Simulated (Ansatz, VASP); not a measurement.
**BN: VASP beside Ansatz**

```
CELL_PARAMETERS angstrom
0.00000 1.81300 1.81300
1.81300 0.00000 1.81300
1.81300 1.81300 0.00000
ATOMIC_POSITIONS crystal
B 0.00000 0.00000 0.00000
N 0.25000 0.25000 0.25000
```

Alike in both runs: task relaxation of cell and atoms; functional LDA; k mesh 10 × 10 × 10; occupations gaussian, width 0.1 eV; no spin polarisation.

|  | VASP | Ansatz |
| --- | --- | --- |
| version | VASP 6.6.1 | Ansatz 0.2.0 |
| potentials or method | VASP PAW LDA potentials, release 64 (B, N), cutoff 600 eV | scalar-relativistic, plane waves, PAW |
| valence electrons in the cell | 8 | 8 |

Ansatz gave:

| Item | Value |
| --- | --- |
| gap on the k mesh at the Fermi level, each at its own relaxed structure (eV) | 4.39 |
| relaxed volume (Å³/atom) | 5.73 |
| relaxed cell length with the largest relative difference (Å) | 2.531 |

Problem. Estimate VASP's values.

Solution. gap on the k mesh at the Fermi level, each at its own relaxed structure (eV): 4.38; relaxed volume (Å³/atom): 5.75; relaxed cell length with the largest relative difference (Å): 2.533.

Ansatz warns that its potentials were made for another functional, while VASP's fit it. LDA's correlation is that of Perdew and Zunger in VASP and of Perdew and Wang (1992) in Ansatz.
